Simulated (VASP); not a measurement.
# Al in VASP: further runs

Al is run at these levels: PBEsol; tasks: single point.

Everything below comes from runs of VASP 6.6.1. Logs are shortened: lines on timing, memory, paths and dates and some standing lists are left out, and cuts for length are marked.

## 1. The cell of the first run

The cell holds a slab with vacuum, 11 atoms: a = 4.014 Å, b = 2.839 Å, c = 30.193 Å, α = 90.00°, β = 90.00°, γ = 90.00°.

## 2. Single point, PBEsol

INCAR

```
SYSTEM = Al
ALGO = Normal
DIPOL = 0.5 0.5 0.500
EDIFF = 1E-6
ENCUT = 520
GGA = PS
IDIPOL = 3
ISIF = 2
ISMEAR = 1
LASPH = .True.
LCHARG = .False.
LDIPOL = .True.
LREAL = .False.
LWAVE = .False.
NBANDS = 28
NELM = 60
PREC = Accurate
SIGMA = 0.1
```

KPOINTS

```
k-points
0
Gamma
  8 12 1
  0 0 0
```

POSCAR

```
Al
1.0
    4.0144529650      0.0000000000      0.0000000000
    0.0000000000      2.8386469140      0.0000000000
    0.0000000000      0.0000000000     30.1932345700
Al
11
Direct
    0.0000000000      0.0000000000      0.2661548390
    0.5000000000      0.5000000000      0.3096087402
    0.0000000000      0.0000000000      0.3586615179
    0.5000000000      0.5000000000      0.4048345346
    0.0000000000      0.0000000000      0.4528580803
    0.5000000000      0.5000000000      0.5000000000
    0.0000000000      0.0000000000      0.5471419195
    0.5000000000      0.5000000000      0.5951654644
    0.0000000000      0.0000000000      0.6413384811
    0.5000000000      0.5000000000      0.6903912617
    0.0000000000      0.0000000000      0.7338451614
```

Potentials or basis: VASP PAW PBE potentials, release 64 (Al).

Launch:

```
$ cat potpaw_PBE.64/Al/POTCAR > POTCAR
$ mpirun -np 1 vasp_std > vasp.out
```

OUTCAR:

```text
SYSTEM = Al
   EDIFF = 1E-6
   ENCUT = 520
   GGA = PS
   ISIF = 2
   ISMEAR = 1
   LASPH = .True.
   LREAL = .False.
   NELM = 60
   PREC = Accurate

 ion  position               nearest neighbor table
   1  0.000  0.000  0.266-   2 2.79   2 2.79   2 2.79   2 2.79   3 2.79
   2  0.500  0.500  0.310-   1 2.79   1 2.79   1 2.79   1 2.79   3 2.87   3 2.87   3 2.87   3 2.87
                             4 2.88
   3  0.000  0.000  0.359-   1 2.79   4 2.83   4 2.83   4 2.83   4 2.83   5 2.84   2 2.87   2 2.87
                             2 2.87   2 2.87
   4  0.500  0.500  0.405-   3 2.83   3 2.83   3 2.83   3 2.83   5 2.85   5 2.85   5 2.85   5 2.85
                             6 2.87   2 2.88
   5  0.000  0.000  0.453-   6 2.84   6 2.84   6 2.84   6 2.84   3 2.84   7 2.85   4 2.85   4 2.85
                             4 2.85   4 2.85
   6  0.500  0.500  0.500-   7 2.84   7 2.84   7 2.84   7 2.84   5 2.84   5 2.84   5 2.84   5 2.84
                             8 2.87   4 2.87
   7  0.000  0.000  0.547-   6 2.84   6 2.84   6 2.84   6 2.84   9 2.84   5 2.85   8 2.85   8 2.85
                             8 2.85   8 2.85
   8  0.500  0.500  0.595-   9 2.83   9 2.83   9 2.83   9 2.83   7 2.85   7 2.85   7 2.85   7 2.85
                             6 2.87  10 2.88
   9  0.000  0.000  0.641-  11 2.79   8 2.83   8 2.83   8 2.83   8 2.83   7 2.84  10 2.87  10 2.87
                            10 2.87  10 2.87
  10  0.500  0.500  0.690-  11 2.79  11 2.79  11 2.79  11 2.79   9 2.87   9 2.87   9 2.87   9 2.87
                             8 2.88
  11  0.000  0.000  0.734-  10 2.79  10 2.79  10 2.79  10 2.79   9 2.79

  LATTYP: Found a simple orthorhombic cell.
 ALAT       =     2.8386469140
 B/A-ratio  =     1.4142135625
 C/A-ratio  =    10.6364882582

  Lattice vectors:

 A1 = (   0.0000000000,  -2.8386469140,   0.0000000000)
 A2 = (   4.0144529650,   0.0000000000,   0.0000000000)
 A3 = (   0.0000000000,   0.0000000000,  30.1932345700)

Analysis of symmetry for initial positions (statically):
=====================================================================
 Subroutine PRICEL returns:
 Original cell was already a primitive cell.

 Routine SETGRP: Setting up the symmetry group for a
 simple orthorhombic supercell.

 Subroutine GETGRP returns: Found  8 space group operations
 (whereof  8 operations were pure point group operations)
 out of a pool of  8 trial point group operations.

The static configuration has the point symmetry D_2h.

Analysis of symmetry for dynamics (positions and initial velocities):
=====================================================================
 Subroutine PRICEL returns:
 Original cell was already a primitive cell.

 Routine SETGRP: Setting up the symmetry group for a
 simple orthorhombic supercell.

 Subroutine GETGRP returns: Found  8 space group operations
 (whereof  8 operations were pure point group operations)
 out of a pool of  8 trial point group operations.

The dynamic configuration has the point symmetry D_2h.

 Subroutine INISYM returns: Found  8 space group operations
 (whereof  8 operations are pure point group operations),
 and found     1 'primitive' translations

----------------------------------------------------------------------------------------

                                     Primitive cell

  volume of cell :     344.0705

  direct lattice vectors                    reciprocal lattice vectors
     4.014452965  0.000000000  0.000000000     0.249099942  0.000000000  0.000000000
     0.000000000  2.838646914  0.000000000     0.000000000  0.352280516  0.000000000
     0.000000000  0.000000000 30.193234570     0.000000000  0.000000000  0.033120002

  length of vectors
     4.014452965  2.838646914 30.193234570     0.249099942  0.352280516  0.033120002

  position of ions in fractional coordinates (direct lattice)
     0.000000000  0.000000000  0.266154839
     0.500000000  0.500000000  0.309608740
     0.000000000  0.000000000  0.358661518
     0.500000000  0.500000000  0.404834535
     0.000000000  0.000000000  0.452858080
     0.500000000  0.500000000  0.500000000
     0.000000000  0.000000000  0.547141919
     0.500000000  0.500000000  0.595165464
     0.000000000  0.000000000  0.641338481
     0.500000000  0.500000000  0.690391262
     0.000000000  0.000000000  0.733845161

[... 27 lines left out ...]
     0.000000000  0.000000000  0.033120002     0.000000000  0.000000000  1.000000000

  Length of vectors
     0.031137493  0.029356710  0.033120002

  Shift w.r.t. Gamma in fractional coordinates (k-lattice)
     0.000000000  0.000000000  0.000000000

 Subroutine IBZKPT returns following result:
 ===========================================

 Found     35 irreducible k-points:

 Following reciprocal coordinates:
            Coordinates               Weight
  0.000000  0.000000  0.000000      1.000000
  0.125000  0.000000  0.000000      2.000000
  0.250000  0.000000  0.000000      2.000000
  0.375000  0.000000  0.000000      2.000000
  0.500000  0.000000  0.000000      1.000000
  0.000000  0.083333  0.000000      2.000000
[... 16 lines left out ...]
  0.250000  0.333333  0.000000      4.000000
  0.375000  0.333333  0.000000      4.000000
 [... further k-points ...]
   k-points           NKPTS =     35   k-points in BZ     NKDIM =     35   number of bands    NBANDS=     28
   number of dos      NEDOS =    301   number of ions     NIONS =     11
   total plane-waves  NPLWV = 172800
   dimension x,y,z NGX =    30 NGY =   24 NGZ =  240
   dimension x,y,z NGXF=    60 NGYF=   48 NGZF=  480
   ions per type =              11
   NGX,Y,Z   is equivalent  to a cutoff of  12.42, 14.06, 13.21 a.u.
   NGXF,Y,Z  is equivalent  to a cutoff of  24.85, 28.11, 26.43 a.u.
 SYSTEM =  Al
   PREC   = accura    normal or accurate (medium, high low for compatibility)
   ISTART =      0    job   : 0-new  1-cont  2-samecut
   ICHARG =      2    charge: 1-file 2-atom 10-const
   ISPIN  =      1    spin polarized calculation?
   LNONCOLLINEAR =      F non collinear calculations
   LSORBIT =      F    spin-orbit coupling
   LASPH  =      T    aspherical Exc in radial PAW
   ENCUT  =  520.0 eV  38.22 Ry    6.18 a.u.   7.46  5.28 56.14*2*pi/ulx,y,z
   NELM   =     60;   NELMIN=  2; NELMDL= -5     # of ELM steps
   EDIFF  = 0.1E-05   stopping-criterion for ELM
   LREAL  =      F    real-space projection
   EDIFFG = 0.1E-04   stopping-criterion for IOM
   NSW    =      0    number of steps for IOM
   IBRION =     -1    ionic relax: 0-MD 1-quasi-New 2-CG
   NFREE  =      0    steps in history (QN), initial steepest desc. (CG)
   ISIF   =      2    stress and relaxation
   ISYM   =      2    0-nonsym 1-usesym 2-fastsym
   POTIM  = 0.5000    time-step for ionic-motion
   TEBEG  =    0.0;   TEEND  =   0.0 temperature during run
   PSTRESS=    0.0 pullay stress
   NELECT =      33.0000    total number of electrons
   NUPDOWN=      -1.0000    fix difference up-down
   EMIN   =  10.00;   EMAX   =-10.00  energy-range for DOS
   EFERMI =   0.00;   METHOD = LEGACY
   ISMEAR =     1;   SIGMA  =   0.10  broadening in eV -4-tet -1-fermi 0-gaus
   EFERMI_NEDOS =   21; number of points for ismear=-14 and -15
   IALGO  =     38    algorithm
   IMIX   =      4    mixing-type and parameters
     AMIX     =   0.40;   BMIX     =  1.00
     AMIX_MAG =   1.60;   BMIX_MAG =  1.00
  volume/ion in A,a.u.               =      31.28       211.08
  Fermi-wavevector in a.u.,A,eV,Ry     =   0.749371  1.416106  7.640450  0.561557
  Thomas-Fermi vector in A             =   1.845875
   LORBIT       =      0    0 simple, 1 ext, 2 COOP (PROOUT), +10 PAW based schemes
   GGA     = PS    functional components
   LHFCALC =     F    Hartree Fock is set to
   AEXX    =    0.0000 exact exchange contribution
   IVDW    =     0    specifies the selected vdW correction
   LEPSILON=     F    determine dielectric tensor
   LRPA    =     F    only Hartree local field effects (RPA)
 non-spin polarized calculation
 Methfessel and Paxton  Order N= 1 SIGMA  =   0.10
  energy-cutoff  :      520.00
  volume of cell :      344.07
 maximum number of plane-waves:      9315
 NGX is ok and might be reduce to    30
   NGX = 15   NGY = 11   NGZ =113

 number of electron      33.0000000 magnetization

 dipolmoment           0.000000      0.000000     -0.000000 electrons x Angstroem

 Free energy of the ion-electron system (eV)
  ---------------------------------------------------
  ext. energy  EPLUGINS =         0.00000000
  ---------------------------------------------------
  free energy    TOTEN  =       -43.32917400 eV

  energy without entropy =      -43.32492115  energy(sigma->0) =      -43.32775639

 E-fermi :   2.3315     XC(G=0):  -6.0287

 val. band max:        2.3280252222   @ k =   0.2500   0.4167   0.0000
 cond. band min:       2.3325210130   @ k =   0.5000   0.5000   0.0000
 fundamental gap:      0.0044957908
 Fermi energy:         2.3315338396

 k-point     1 :       0.0000    0.0000    0.0000
  band No.  band energies     occupation
      1      -8.8048      2.00000
      2      -8.4174      2.00000
      3      -7.7418      2.00000
      4      -6.8209      2.00000
      5      -5.6633      2.00000
      6      -4.2312      2.00000
[... 733 lines left out ...]
     27       5.1910      0.00000
     28       5.7007      0.00000

 [... further k-points ...]

------------------------ aborting loop because EDIFF is reached ----------------------------------------

 vacuum level on the upper side and lower side of the slab       (xc-potential included)        -0.119        -0.119

  FORCE on cell =-STRESS in cart. coord.  units (eV):
  Direction    XX          YY          ZZ          XY          YZ          ZX
  --------------------------------------------------------------------------------------
  -------------------------------------------------------------------------------------
  Total       -2.3585106     -0.8391852      0.0257849      0.0000000      0.0000000      0.0000000
  in kB      -10.9824953     -3.9076981      0.1200685      0.0000000      0.0000000      0.0000000
  external PRESSURE =      -4.9233750 kB  Pullay stress =       0.0000000 kB

 VOLUME and BASIS-vectors are now :
 -----------------------------------------------------------------------------
  energy-cutoff  :      520.00
  volume of cell :      344.07
      direct lattice vectors                 reciprocal lattice vectors
     4.014452965  0.000000000  0.000000000     0.249099942  0.000000000  0.000000000
     0.000000000  2.838646914  0.000000000     0.000000000  0.352280516  0.000000000
     0.000000000  0.000000000 30.193234570     0.000000000  0.000000000  0.033120002

 POSITION                                       TOTAL-FORCE (eV/Angst)
 -----------------------------------------------------------------------------------
      0.00000      0.00000      8.03608         0.000000     -0.000000     -0.002037
      2.00723      1.41932      9.34809         0.000000     -0.000000     -0.004205
      0.00000      0.00000     10.82915         0.000000     -0.000000      0.001136
      2.00723      1.41932     12.22326         0.000000     -0.000000      0.003692
      0.00000      0.00000     13.67325         0.000000     -0.000000      0.004400
      2.00723      1.41932     15.09662         0.000000     -0.000000      0.000000
      0.00000      0.00000     16.51998         0.000000     -0.000000     -0.004400
      2.00723      1.41932     17.96997         0.000000     -0.000000     -0.003692
      0.00000      0.00000     19.36408         0.000000     -0.000000     -0.001136
      2.00723      1.41932     20.84515         0.000000      0.000000      0.004205
      0.00000      0.00000     22.15716         0.000000      0.000000      0.002037
 -----------------------------------------------------------------------------------
    total drift:                               -0.000000     -0.000000     -0.000001

  FREE ENERGIE OF THE ION-ELECTRON SYSTEM (eV)
  ---------------------------------------------------
  free  energy   TOTEN  =       -43.3291740043 eV

  energy  without entropy=      -43.3249211485  energy(sigma->0) =      -43.32775639

 vacuum level on the upper side and lower side of the slab         6.297         6.297
```

Wall time 7.2 min (1 thread of Intel Xeon Platinum 8488C (Sapphire Rapids), shared host); peak memory 0.52 GiB.

What came out:

* Free energy: -43.3292 eV
* Largest force: 0.004 eV/Å

Forces on the atoms (eV/Å):
```
Al   0.000  0.000 -0.002
Al   0.000  0.000 -0.004
Al   0.000  0.000  0.001
Al   0.000  0.000  0.004
Al   0.000  0.000  0.004
Al   0.000  0.000  0.000
Al   0.000  0.000 -0.004
Al   0.000  0.000 -0.004
Al   0.000  0.000 -0.001
Al   0.000  0.000  0.004
Al   0.000  0.000  0.002
```

Caveat: the PAW data sets were made with another functional, which shifts forces and pressure a little.

## 3. Single point, PBEsol

INCAR

```
PREC     = Accurate       # precision mode
ENCUT    = 520            # plane-wave cutoff, eV
EDIFF    = 1E-6           # SCF threshold, eV
ISMEAR   = 1              # smearing method
SIGMA    = 0.1            # smearing width, eV
LREAL    = F              # projectors in reciprocal space
LASPH    = T              # aspherical terms in the spheres
NELM     = 100            # most SCF steps
ALGO     = Normal         # electronic algorithm
ISIF     = 2              # what is computed and relaxed
LWAVE    = F              # write WAVECAR
LCHARG   = T              # write CHGCAR
LDIPOL   = T            
IDIPOL   = 3            
DIPOL    = 0.5 0.5 0.500
GGA      = PS             # functional
LELF     = T              # ELF
LVHAR    = T            
LVACPOTAV= T            
NBANDS   = 28             # bands
```

KPOINTS

```
Automatic mesh
0
Gamma
  8 12 1
```

POSCAR

```
Al
1.0
    4.0144529650      0.0000000000      0.0000000000
    0.0000000000      2.8386469140      0.0000000000
    0.0000000000      0.0000000000     30.1932345700
Al
11
Direct
    0.0000000000      0.0000000000      0.2649600188
    0.5000000000      0.5000000000      0.3119680151
    0.0000000000      0.0000000000      0.3589760113
    0.5000000000      0.5000000000      0.4059840075
    0.0000000000      0.0000000000      0.4529920038
    0.5000000000      0.5000000000      0.5000000000
    0.0000000000      0.0000000000      0.5470079962
    0.5000000000      0.5000000000      0.5940159925
    0.0000000000      0.0000000000      0.6410239887
    0.5000000000      0.5000000000      0.6880319849
    0.0000000000      0.0000000000      0.7350399812
```

Potentials or basis: VASP PAW PBE potentials, release 64 (Al).

Launch:

```
$ cat potpaw_PBE.64/Al/POTCAR > POTCAR
$ mpirun -np 1 vasp_std > vasp.out
```

OUTCAR:

```text
PREC = Accurate
   ENCUT = 520
   EDIFF = 1E-6
   ISMEAR = 1
   LREAL = F
   LASPH = T
   NELM = 100
   ISIF = 2
   GGA = PS

 ion  position               nearest neighbor table
   1  0.000  0.000  0.265-   3 2.84   2 2.84   2 2.84   2 2.84   2 2.84
   2  0.500  0.500  0.312-   4 2.84   3 2.84   3 2.84   3 2.84   3 2.84   1 2.84   1 2.84   1 2.84
                             1 2.84
   3  0.000  0.000  0.359-   2 2.84   4 2.84   2 2.84   4 2.84   2 2.84   4 2.84   2 2.84   4 2.84
                             5 2.84   1 2.84
   4  0.500  0.500  0.406-   2 2.84   3 2.84   3 2.84   3 2.84   3 2.84   6 2.84   5 2.84   5 2.84
                             5 2.84   5 2.84
   5  0.000  0.000  0.453-   7 2.84   6 2.84   6 2.84   6 2.84   6 2.84   3 2.84   4 2.84   4 2.84
                             4 2.84   4 2.84
   6  0.500  0.500  0.500-   5 2.84   7 2.84   5 2.84   7 2.84   5 2.84   7 2.84   5 2.84   7 2.84
                             4 2.84   8 2.84
   7  0.000  0.000  0.547-   5 2.84   6 2.84   6 2.84   6 2.84   6 2.84   9 2.84   8 2.84   8 2.84
                             8 2.84   8 2.84
   8  0.500  0.500  0.594-  10 2.84   9 2.84   9 2.84   9 2.84   9 2.84   6 2.84   7 2.84   7 2.84
                             7 2.84   7 2.84
   9  0.000  0.000  0.641-   8 2.84  10 2.84   8 2.84  10 2.84   8 2.84  10 2.84   8 2.84  10 2.84
                             7 2.84  11 2.84
[... 961 lines left out ...]
     28       5.7458      0.00000

 [... further k-points ...]
[... 5 lines left out ...]
  --------------------------------------------------------------------------------------
  -------------------------------------------------------------------------------------
  Total       -2.6544161     -0.8718434     -0.0753081      0.0000000      0.0000000      0.0000000
  in kB      -12.3603904     -4.0597722     -0.3506752      0.0000000      0.0000000      0.0000000
  external PRESSURE =      -5.5902793 kB  Pullay stress =       0.0000000 kB

 VOLUME and BASIS-vectors are now :
 -----------------------------------------------------------------------------
  energy-cutoff  :      520.00
  volume of cell :      344.07
      direct lattice vectors                 reciprocal lattice vectors
     4.014452965  0.000000000  0.000000000     0.249099942  0.000000000  0.000000000
     0.000000000  2.838646914  0.000000000     0.000000000  0.352280516  0.000000000
     0.000000000  0.000000000 30.193234570     0.000000000  0.000000000  0.033120002

 POSITION                                       TOTAL-FORCE (eV/Angst)
 -----------------------------------------------------------------------------------
      0.00000      0.00000      8.00000         0.000000     -0.000000      0.180237
      2.00723      1.41932      9.41932         0.000000      0.000000     -0.206445
      0.00000      0.00000     10.83865         0.000000     -0.000000      0.000444
      2.00723      1.41932     12.25797         0.000000      0.000000     -0.042641
      0.00000      0.00000     13.67729        -0.000000      0.000000      0.032453
      2.00723      1.41932     15.09662         0.000000      0.000000      0.000000
      0.00000      0.00000     16.51594         0.000000      0.000000     -0.032453
      2.00723      1.41932     17.93526         0.000000      0.000000      0.042641
      0.00000      0.00000     19.35459         0.000000      0.000000     -0.000444
      2.00723      1.41932     20.77391         0.000000      0.000000      0.206445
      0.00000      0.00000     22.19323         0.000000      0.000000     -0.180237
 -----------------------------------------------------------------------------------
    total drift:                               -0.000000      0.000000      0.000000

  FREE ENERGIE OF THE ION-ELECTRON SYSTEM (eV)
  ---------------------------------------------------
  free  energy   TOTEN  =       -43.3066571110 eV

  energy  without entropy=      -43.3047223502  energy(sigma->0) =      -43.30601219

 vacuum level on the upper side and lower side of the slab         6.402         6.402
```

It took 7.4 min on 1 thread of Intel Xeon Platinum 8488C (Sapphire Rapids), shared host; peak memory 0.53 GiB.

Results:

```
Free energy   : -43.3067 eV
Largest force : 0.206 eV/Å
```

Forces on the atoms (eV/Å):
```
Al   0.000  0.000  0.180
Al   0.000  0.000 -0.206
Al   0.000  0.000  0.000
Al   0.000  0.000 -0.043
Al   0.000  0.000  0.032
Al   0.000  0.000  0.000
Al   0.000  0.000 -0.032
Al   0.000  0.000  0.043
Al   0.000  0.000  0.000
Al   0.000  0.000  0.206
Al   0.000  0.000 -0.180
```

Levels at points of the mesh, in eV from the Fermi level:
| k point | band 13 | band 14 | band 15 | band 16 | band 17 | band 18 | band 19 | band 20 |
| --- | --- | --- | --- | --- | --- | --- | --- | --- |
| (0.00, 0.00, 0.00) | -1.50 | -1.09 | -0.97 | -0.37 | -0.29 | 0.14 | 0.69 | 1.43 |
| (0.50, 0.00, 0.00) | -3.27 | -2.42 | -1.72 | -0.63 | -0.08 | 1.19 | 1.64 | 2.89 |
| (0.00, 0.50, 0.00) | -0.65 | -0.42 | 0.78 | 1.21 | 1.32 | 1.32 | 1.68 | 1.72 |
| (0.50, 0.50, 0.00) | -2.74 | -2.67 | -2.55 | -2.09 | -1.69 | -1.62 | -1.59 | -0.84 |

Caveat: the PAW data sets were made with another functional, which shifts forces and pressure a little.
